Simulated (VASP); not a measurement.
# MoRu3W (Pm-3m) in VASP: further runs

The runs below take MoRu3W through single point, relaxation of cell and atoms, with PBE.

All numbers are computed with VASP 6.6.1; they aren't measurements. Logs are shortened: lines on timing, memory, paths and dates and some standing lists are left out, and cuts for length are marked.

## (1) The cell of the first run

It takes space group Pm-3m (No. 221, cubic). Conventional cell: a = 4.305 Å, b = 4.305 Å, c = 4.305 Å, α = 90.00°, β = 90.00°, γ = 90.00°. Within 4.0 Å of Mo (site symmetry m-3m) lie 12 Ru at 3.04 Å and 8 W at 3.73 Å. Ru (site symmetry 4/mmm) has 2 W at 2.15 Å within 2.8 Å. Within 2.8 Å of W (site symmetry m-3m) lie 6 Ru at 2.15 Å.

The cell was generated, and may not be a known phase.

## (2) Single point, PBE

Input file INCAR:

```
SYSTEM = MoRu3W
PREC = Accurate ; ENCUT = 560
EDIFF = 1E-6 ; ISMEAR = 0
SIGMA = 0.1 ; LREAL = .FALSE.
LASPH = .TRUE. ; NELM = 120
ALGO = Normal ; ISIF = 2
LWAVE = .FALSE. ; LCHARG = .FALSE.
GGA = PE ; NBANDS = 46
GGA_COMPAT = .FALSE.
```

Input file KPOINTS:

```
Automatic mesh
0
G
  4 4 4
  0 0 0
```

Input file POSCAR:

```
MoRu3W
1.0
    4.3045773700      0.0000000000      0.0000000000
    0.0000000000      4.3045773700      0.0000000000
    0.0000000000      0.0000000000      4.3045773700
Mo Ru W
1 3 1
Direct
    0.0000000000      0.0000000000      0.0000000000
    0.0000000000      0.5000000000      0.5000000000
    0.5000000000      0.0000000000      0.5000000000
    0.5000000000      0.5000000000      0.0000000000
    0.5000000000      0.5000000000      0.5000000000
```

Potentials or basis: VASP PAW PBE potentials, release 64 (Mo_sv, Ru_sv, W_sv).

Started as:

```console
$ cat potpaw_PBE.64/Mo_sv/POTCAR potpaw_PBE.64/Ru_sv/POTCAR potpaw_PBE.64/W_sv/POTCAR > POTCAR
$ mpirun -np 1 vasp_std > vasp.out
```

OUTCAR:

```text
SYSTEM = MoRu3W
   PREC = Accurate
   ENCUT = 560
   EDIFF = 1E-6
   ISMEAR = 0
   LREAL = .FALSE.
   LASPH = .TRUE.
   NELM = 120
   ISIF = 2
   GGA = PE

 ion  position               nearest neighbor table
   1  0.000  0.000  0.000-   2 3.04   3 3.04   4 3.04   2 3.04   3 3.04   2 3.04   4 3.04   2 3.04
                             3 3.04   4 3.04   3 3.04   4 3.04
   2  0.000  0.500  0.500-   5 2.15   5 2.15   1 3.04   1 3.04   1 3.04   1 3.04
   3  0.500  0.000  0.500-   5 2.15   5 2.15   1 3.04   1 3.04   1 3.04   1 3.04
   4  0.500  0.500  0.000-   5 2.15   5 2.15   1 3.04   1 3.04   1 3.04   1 3.04
   5  0.500  0.500  0.500-   2 2.15   3 2.15   4 2.15   4 2.15   3 2.15   2 2.15

  LATTYP: Found a simple cubic cell.
 ALAT       =     4.3045773700

  Lattice vectors:

 A1 = (   4.3045773700,   0.0000000000,   0.0000000000)
 A2 = (   0.0000000000,   4.3045773700,   0.0000000000)
 A3 = (   0.0000000000,   0.0000000000,   4.3045773700)

Analysis of symmetry for initial positions (statically):
=====================================================================
 Subroutine PRICEL returns:
 Original cell was already a primitive cell.

 Routine SETGRP: Setting up the symmetry group for a
 simple cubic supercell.

 Subroutine GETGRP returns: Found 48 space group operations
 (whereof 48 operations were pure point group operations)
 out of a pool of 48 trial point group operations.

The static configuration has the point symmetry O_h .

Analysis of symmetry for dynamics (positions and initial velocities):
=====================================================================
 Subroutine PRICEL returns:
 Original cell was already a primitive cell.

 Routine SETGRP: Setting up the symmetry group for a
 simple cubic supercell.

 Subroutine GETGRP returns: Found 48 space group operations
 (whereof 48 operations were pure point group operations)
 out of a pool of 48 trial point group operations.

The dynamic configuration has the point symmetry O_h .

 Subroutine INISYM returns: Found 48 space group operations
 (whereof 48 operations are pure point group operations),
 and found     1 'primitive' translations

----------------------------------------------------------------------------------------

                                     Primitive cell

  volume of cell :      79.7612

  direct lattice vectors                    reciprocal lattice vectors
     4.304577370  0.000000000  0.000000000     0.232310844  0.000000000  0.000000000
     0.000000000  4.304577370  0.000000000     0.000000000  0.232310844  0.000000000
     0.000000000  0.000000000  4.304577370     0.000000000  0.000000000  0.232310844

  length of vectors
     4.304577370  4.304577370  4.304577370     0.232310844  0.232310844  0.232310844

  position of ions in fractional coordinates (direct lattice)
     0.000000000  0.000000000  0.000000000
     0.000000000  0.500000000  0.500000000
     0.500000000  0.000000000  0.500000000
     0.500000000  0.500000000  0.000000000
     0.500000000  0.500000000  0.500000000

  ion indices of the primitive-cell ions
   primitive index   ion index
                 1           1
                 2           2
                 3           3
                 4           4
                 5           5

----------------------------------------------------------------------------------------

 KPOINTS: Automatic mesh

Automatic generation of k-mesh.
 Grid dimensions read from file:
 generate k-points for:    4    4    4

 Generating k-lattice:

  Cartesian coordinates                     Fractional coordinates (reciprocal lattice)
     0.058077711  0.000000000  0.000000000     0.250000000  0.000000000  0.000000000
     0.000000000  0.058077711  0.000000000     0.000000000  0.250000000  0.000000000
     0.000000000  0.000000000  0.058077711     0.000000000  0.000000000  0.250000000

  Length of vectors
     0.058077711  0.058077711  0.058077711

  Shift w.r.t. Gamma in fractional coordinates (k-lattice)
     0.000000000  0.000000000  0.000000000

 Subroutine IBZKPT returns following result:
 ===========================================

 Found     10 irreducible k-points:

 Following reciprocal coordinates:
            Coordinates               Weight
  0.000000  0.000000  0.000000      1.000000
  0.250000  0.000000  0.000000      6.000000
  0.500000  0.000000  0.000000      3.000000
  0.250000  0.250000  0.000000     12.000000
  0.500000  0.250000  0.000000     12.000000
  0.500000  0.500000  0.000000      3.000000
  0.250000  0.250000  0.250000      8.000000
  0.500000  0.250000  0.250000     12.000000
  0.500000  0.500000  0.250000      6.000000
  0.500000  0.500000  0.500000      1.000000
   k-points           NKPTS =     10   k-points in BZ     NKDIM =     10   number of bands    NBANDS=     46
   number of dos      NEDOS =    301   number of ions     NIONS =      5
   total plane-waves  NPLWV =  46656
   dimension x,y,z NGX =    36 NGY =   36 NGZ =   36
   dimension x,y,z NGXF=    72 NGYF=   72 NGZF=   72
   ions per type =               1   3   1
   NGX,Y,Z   is equivalent  to a cutoff of  13.90, 13.90, 13.90 a.u.
   NGXF,Y,Z  is equivalent  to a cutoff of  27.81, 27.81, 27.81 a.u.
 SYSTEM =  MoRu3W
   PREC   = accura    normal or accurate (medium, high low for compatibility)
   ISTART =      0    job   : 0-new  1-cont  2-samecut
   ICHARG =      2    charge: 1-file 2-atom 10-const
   ISPIN  =      1    spin polarized calculation?
   LNONCOLLINEAR =      F non collinear calculations
   LSORBIT =      F    spin-orbit coupling
   LASPH  =      T    aspherical Exc in radial PAW
   ENCUT  =  560.0 eV  41.16 Ry    6.42 a.u.   8.31  8.31  8.31*2*pi/ulx,y,z
   NELM   =    120;   NELMIN=  2; NELMDL= -5     # of ELM steps
   EDIFF  = 0.1E-05   stopping-criterion for ELM
   LREAL  =      F    real-space projection
   EDIFFG = 0.1E-04   stopping-criterion for IOM
   NSW    =      0    number of steps for IOM
   IBRION =     -1    ionic relax: 0-MD 1-quasi-New 2-CG
   NFREE  =      0    steps in history (QN), initial steepest desc. (CG)
   ISIF   =      2    stress and relaxation
   ISYM   =      2    0-nonsym 1-usesym 2-fastsym
   POTIM  = 0.5000    time-step for ionic-motion
   TEBEG  =    0.0;   TEEND  =   0.0 temperature during run
   PSTRESS=    0.0 pullay stress
   NELECT =      76.0000    total number of electrons
   NUPDOWN=      -1.0000    fix difference up-down
   EMIN   =  10.00;   EMAX   =-10.00  energy-range for DOS
   EFERMI =   0.00;   METHOD = LEGACY
   ISMEAR =     0;   SIGMA  =   0.10  broadening in eV -4-tet -1-fermi 0-gaus
   EFERMI_NEDOS =   21; number of points for ismear=-14 and -15
   IALGO  =     38    algorithm
   IMIX   =      4    mixing-type and parameters
     AMIX     =   0.40;   BMIX     =  1.00
     AMIX_MAG =   1.60;   BMIX_MAG =  1.00
  volume/ion in A,a.u.               =      15.95       107.65
  Fermi-wavevector in a.u.,A,eV,Ry     =   1.610950  3.044255 35.309313  2.595161
  Thomas-Fermi vector in A             =   2.706419
   LORBIT       =      0    0 simple, 1 ext, 2 COOP (PROOUT), +10 PAW based schemes
   GGA     = PE    functional components
   LHFCALC =     F    Hartree Fock is set to
   AEXX    =    0.0000 exact exchange contribution
   IVDW    =     0    specifies the selected vdW correction
   LEPSILON=     F    determine dielectric tensor
   LRPA    =     F    only Hartree local field effects (RPA)
 non-spin polarized calculation
 Gauss-broadening in eV      SIGMA  =   0.10
  energy-cutoff  :      560.00
  volume of cell :       79.76
 maximum number of plane-waves:      2440
 NGX is ok and might be reduce to    36
   NGX = 17   NGY = 17   NGZ = 17

 number of electron      76.0000019 magnetization

 Free energy of the ion-electron system (eV)
  ---------------------------------------------------
  ext. energy  EPLUGINS =         0.00000000
  ---------------------------------------------------
  free energy    TOTEN  =       -39.62906885 eV

  energy without entropy =      -39.57185251  energy(sigma->0) =      -39.60046068

 E-fermi :  12.1706     XC(G=0): -13.0552

 val. band max:       12.1651341597   @ k =   0.5000   0.5000   0.0000
 cond. band min:      12.1759837404   @ k =   0.5000   0.5000   0.5000
 fundamental gap:      0.0108495806
 Fermi energy:        12.1705906257

 k-point     1 :       0.0000    0.0000    0.0000
  band No.  band energies     occupation
      1     -62.6614      2.00000
      2     -60.5587      2.00000
      3     -60.5587      2.00000
      4     -60.3753      2.00000
      5     -49.2093      2.00000
      6     -32.1943      2.00000
[... 38 lines left out ...]
     45      17.2071      0.00000
     46      17.2071      0.00000

 k-point     2 :       0.2500    0.0000    0.0000
  band No.  band energies     occupation
      1     -62.6344      2.00000
      2     -60.5654      2.00000
      3     -60.5587      2.00000
      4     -60.4054      2.00000
      5     -49.2093      2.00000
      6     -32.1861      2.00000
[... 38 lines left out ...]
     45      16.3182      0.00000
     46      16.7166      0.00000

 k-point     3 :       0.5000    0.0000    0.0000
  band No.  band energies     occupation
      1     -62.6066      2.00000
      2     -60.5752      2.00000
      3     -60.5586      2.00000
      4     -60.4331      2.00000
      5     -49.2093      2.00000
      6     -32.1778      2.00000
[... 38 lines left out ...]
     45      15.8947      0.00000
     46      15.8947      0.00000

 k-point     4 :       0.2500    0.2500    0.0000
  band No.  band energies     occupation
      1     -62.6068      2.00000
      2     -60.5669      2.00000
      3     -60.5629      2.00000
      4     -60.4369      2.00000
      5     -49.2092      2.00000
      6     -32.1779      2.00000
[... 234 lines left out ...]
     45      14.6455      0.00000
     46      14.6600      0.00000

 k-point     9 :       0.5000    0.5000    0.2500
  band No.  band energies     occupation
      1     -62.5186      2.00000
      2     -60.5751      2.00000
      3     -60.5751      2.00000
      4     -60.5340      2.00000
      5     -49.2090      2.00000
      6     -31.7792      2.00000
[... 38 lines left out ...]
     45      13.0286      0.00000
     46      15.0797      0.00000

 k-point    10 :       0.5000    0.5000    0.5000
  band No.  band energies     occupation
      1     -62.4873      2.00000
      2     -60.5751      2.00000
      3     -60.5751      2.00000
      4     -60.5751      2.00000
      5     -49.2089      2.00000
      6     -31.3232      2.00000
[... 38 lines left out ...]
     45      13.5226      0.00000
     46      13.5226      0.00000

------------------------ aborting loop because EDIFF is reached ----------------------------------------

  FORCE on cell =-STRESS in cart. coord.  units (eV):
  Direction    XX          YY          ZZ          XY          YZ          ZX
  --------------------------------------------------------------------------------------
  -------------------------------------------------------------------------------------
  Total       25.9126250     25.9126250     25.9126250     -0.0000000     -0.0000000     -0.0000000
  in kB      520.5116296    520.5116296    520.5116296     -0.0000000     -0.0000000     -0.0000000
  external PRESSURE =     520.5116296 kB  Pullay stress =       0.0000000 kB

 VOLUME and BASIS-vectors are now :
 -----------------------------------------------------------------------------
  energy-cutoff  :      560.00
  volume of cell :       79.76
      direct lattice vectors                 reciprocal lattice vectors
     4.304577370  0.000000000  0.000000000     0.232310844  0.000000000  0.000000000
     0.000000000  4.304577370  0.000000000     0.000000000  0.232310844  0.000000000
     0.000000000  0.000000000  4.304577370     0.000000000  0.000000000  0.232310844

 POSITION                                       TOTAL-FORCE (eV/Angst)
 -----------------------------------------------------------------------------------
      0.00000      0.00000      0.00000         0.000000      0.000000      0.000000
      0.00000      2.15229      2.15229         0.000000      0.000000      0.000000
      2.15229      0.00000      2.15229         0.000000      0.000000      0.000000
      2.15229      2.15229      0.00000         0.000000      0.000000      0.000000
      2.15229      2.15229      2.15229         0.000000      0.000000      0.000000
 -----------------------------------------------------------------------------------
    total drift:                                0.000000      0.000000      0.000000

  FREE ENERGIE OF THE ION-ELECTRON SYSTEM (eV)
  ---------------------------------------------------
  free  energy   TOTEN  =       -39.6290688458 eV

  energy  without entropy=      -39.5718525115  energy(sigma->0) =      -39.60046068
```

It took 34 s on 1 thread of AMD EPYC 9R45 (Zen 5), shared host; peak memory 0.19 GiB.

What came out:

| Item | Value |
| --- | --- |
| Free energy | -39.6291 eV |
| Pressure | 52.1 GPa |
| Band gap on the k mesh | zero (bands 38 and 39 overlap by 1.11 eV) |

Caveat: the k points lie up to 0.36 Å⁻¹ apart, too coarse for converged energies and pressures of a metal; spin-orbit coupling is left out, which moves the levels of the heavy elements.

## (3) Single point, PBE, collinear spin, ferrimagnetic start

This run uses another cell than the first one, of 19.66 Å³/atom.

Input file INCAR:

```
SYSTEM = MoRu3W
ALGO     = Normal         ! electronic algorithm
EDIFF    = 1E-7           ! SCF threshold, eV
ENCUT    = 520            ! plane-wave cutoff, eV
GGA      = PE             ! functional
ISIF     = 2              ! what is computed and relaxed
ISMEAR   = 0              ! smearing method
ISPIN    = 2              ! spin polarisation
LASPH    = .TRUE.         ! aspherical terms in the spheres
LCHARG   = .TRUE.         ! write CHGCAR
LELF     = .TRUE.         ! ELF
LMAXMIX  = 4              ! l up to which the mixer works
LORBIT   = 11             ! projections on sites
LREAL    = .FALSE.        ! projectors in reciprocal space
LVHAR    = .TRUE.       
LWAVE    = .FALSE.        ! write WAVECAR
MAGMOM   = 2.92 -0.38 -0.38 -0.38 0.15 ! initial moments
NBANDS   = 47             ! bands
NELM     = 150            ! most SCF steps
PREC     = Accurate       ! precision mode
SIGMA    = 0.1            ! smearing width, eV
```

Input file KPOINTS:

```
k-points
0
G
  8 8 8
  0 0 0
```

POSCAR, as its differences from that of step 2:

```diff
@@ -2,5 +2,5 @@
 1.0
-    4.3045773700      0.0000000000      0.0000000000
-    0.0000000000      4.3045773700      0.0000000000
-    0.0000000000      0.0000000000      4.3045773700
+    4.6150862946      0.0000000000      0.0000000000
+    0.0000000000      4.6150862946      0.0000000000
+    0.0000000000      0.0000000000      4.6150862946
 Mo Ru W
```

Potentials or basis: VASP PAW PBE potentials, release 64 (Mo_sv, Ru_pv, W_sv).

Started as:

```console
$ cat potpaw_PBE.64/Mo_sv/POTCAR potpaw_PBE.64/Ru_pv/POTCAR potpaw_PBE.64/W_sv/POTCAR > POTCAR
$ mpirun -np 1 vasp_std > vasp.out
```

Wall time 2.7 min (1 thread of Intel Xeon 6975P-C (Granite Rapids), shared host); peak memory 0.41 GiB.

Results (log left out):

```yaml
Free_energy: -42.4253 eV
Pressure: 0.9 GPa
Net_moment: 2.17 μB per cell
Site_moments: Mo +2.58; Ru -0.31; W +0.11 μB
Valence_electrons_inside_the_program's_atomic_spheres: Mo 11.86; Ru 12.69; W 12.61
```

Levels at points of the mesh, in eV from the Fermi level:
Spin up:
```csv
k point,band 34,band 35,band 36,band 37,band 38,band 39,band 40,band 41
"(0.00, 0.00, 0.00)",0.10,0.45,0.90,0.90,0.90,1.45,1.45,1.45
"(0.50, 0.00, 0.00)",-0.88,-0.67,-0.43,-0.02,0.11,0.92,1.02,2.79
"(0.50, 0.50, 0.00)",-0.92,-0.92,-0.81,-0.24,-0.07,0.05,0.24,1.03
"(0.50, 0.50, 0.50)",-0.45,-0.45,-0.10,-0.10,-0.10,0.10,0.10,0.10
```
Spin down:
```csv
k point,band 32,band 33,band 34,band 35,band 36,band 37
"(0.00, 0.00, 0.00)",-0.15,0.22,1.21,1.21,1.64,1.64
"(0.50, 0.00, 0.00)",-1.22,-0.65,-0.15,0.53,0.53,1.03
"(0.50, 0.50, 0.00)",-1.39,-1.15,-0.69,0.24,0.61,0.68
"(0.50, 0.50, 0.50)",-1.06,-1.06,-0.35,-0.35,-0.09,-0.09
```

Caveat: spin-orbit coupling is left out, which moves the levels of the heavy elements.

## (4) Relaxation of cell and atoms, PBE

Input file INCAR:

```
ALGO = Normal
EDIFF = 1E-7
EDIFFG = -0.04
ENCUT = 560
GGA = PE
GGA_COMPAT = False
IBRION = 2
ISIF = 3
ISMEAR = 0
LASPH = True
LCHARG = False
LREAL = False
LWAVE = False
NELM = 120
NELMIN = 4
NSW = 90
PREC = Accurate
SIGMA = 0.1
```

Input file KPOINTS:

```
k-points
0
Gamma
  4 4 4
```

POSCAR, as its differences from that of step 3:

```diff
@@ -2,5 +2,5 @@
 1.0
-    4.6150862946      0.0000000000      0.0000000000
-    0.0000000000      4.6150862946      0.0000000000
-    0.0000000000      0.0000000000      4.6150862946
+    4.3045773700      0.0000000000      0.0000000000
+    0.0000000000      4.3045773700      0.0000000000
+    0.0000000000      0.0000000000      4.3045773700
 Mo Ru W
```

Potentials or basis: VASP PAW PBE potentials, release 64 (Mo_sv, Ru_sv, W_sv).

Started as:

```console
$ cat potpaw_PBE.64/Mo_sv/POTCAR potpaw_PBE.64/Ru_sv/POTCAR potpaw_PBE.64/W_sv/POTCAR > POTCAR
$ mpirun -np 1 vasp_std > vasp.out
```

It took 2.2 min on 1 thread of Intel Xeon Platinum 8559C (Emerald Rapids), shared host; peak memory 0.22 GiB.

It converged, with:

```
Free energy                           : -41.9946 eV
Relaxed volume                        : 19.44 Å³/atom
Relaxed cell                          : a = 4.598 Å, b = 4.598 Å, c = 4.598 Å, α = 90.00°, β = 90.00°, γ = 90.00°
Space group after relaxing (to 0.1 Å) : Pm-3m (No. 221)
Pressure after relaxing               : -0.2 GPa
Band gap on the k mesh                : zero (bands 38 and 39 overlap by 0.76 eV)
```

Final structure:
```
Mo Ru W
1.0
     4.59751    0.00000    0.00000
     0.00000    4.59751    0.00000
     0.00000    0.00000    4.59751
Mo Ru W
1 3 1
Direct
  0.00000 0.00000 0.00000
  0.00000 0.50000 0.50000
  0.50000 0.00000 0.50000
  0.50000 0.50000 0.00000
  0.50000 0.50000 0.50000
```

Levels at points of the mesh, in eV from the Fermi level:
| k point | band 34 | band 35 | band 36 | band 37 | band 38 | band 39 | band 40 | band 41 | band 42 | band 43 |
| --- | --- | --- | --- | --- | --- | --- | --- | --- | --- | --- |
| (0.00, 0.00, 0.00) | -0.06 | -0.06 | 0.32 | 0.54 | 0.54 | 1.26 | 1.26 | 1.26 | 1.61 | 1.61 |
| (0.50, 0.00, 0.00) | -1.06 | -1.06 | -0.55 | -0.34 | -0.34 | -0.06 | 0.09 | 0.51 | 1.13 | 1.28 |
| (0.50, 0.50, 0.00) | -1.37 | -1.37 | -1.32 | -0.48 | -0.22 | -0.22 | 0.03 | 0.28 | 0.32 | 0.33 |
| (0.50, 0.50, 0.50) | -1.20 | -1.20 | -1.17 | -0.28 | -0.28 | 0.01 | 0.01 | 0.01 | 0.30 | 0.30 |

Caveat: the k points lie up to 0.34 Å⁻¹ apart in the final cell, too coarse for converged energies and pressures of a metal; the volume moved by over 15 % at a fixed basis, so the end points are rough; spin-orbit coupling is left out, which moves the levels of the heavy elements.

## (5) The runs side by side

```csv
task,potentials or basis,spin,cell,k mesh,cutoff (eV),gap on the mesh (eV),pressure (GPa)
single point,"VASP PAW PBE potentials, release 64 (Mo_sv, Ru_sv, W_sv)",off,"a = 4.305 Å, 5 atoms",4 × 4 × 4,560,none,52.1
single point,"VASP PAW PBE potentials, release 64 (Mo_sv, Ru_pv, W_sv)","collinear, ferrimagnetic start","a = 4.615 Å, 5 atoms",8 × 8 × 8,520,none,0.9
relaxation of cell and atoms,"VASP PAW PBE potentials, release 64 (Mo_sv, Ru_sv, W_sv)",off,"relaxed from a = 4.305 Å, 5 atoms",4 × 4 × 4,560,none,-0.2
```

Alike in all rows: level PBE; smearing gaussian 0.1 eV.

Caveats: some runs use coarse meshes; spin-orbit coupling is left out, which moves the levels of the heavy elements; the volume moved by over 15 % at a fixed basis, so the end points are rough (at least some runs).

Total energies depend on the potentials used, so only differences within one code and one set of settings carry meaning.
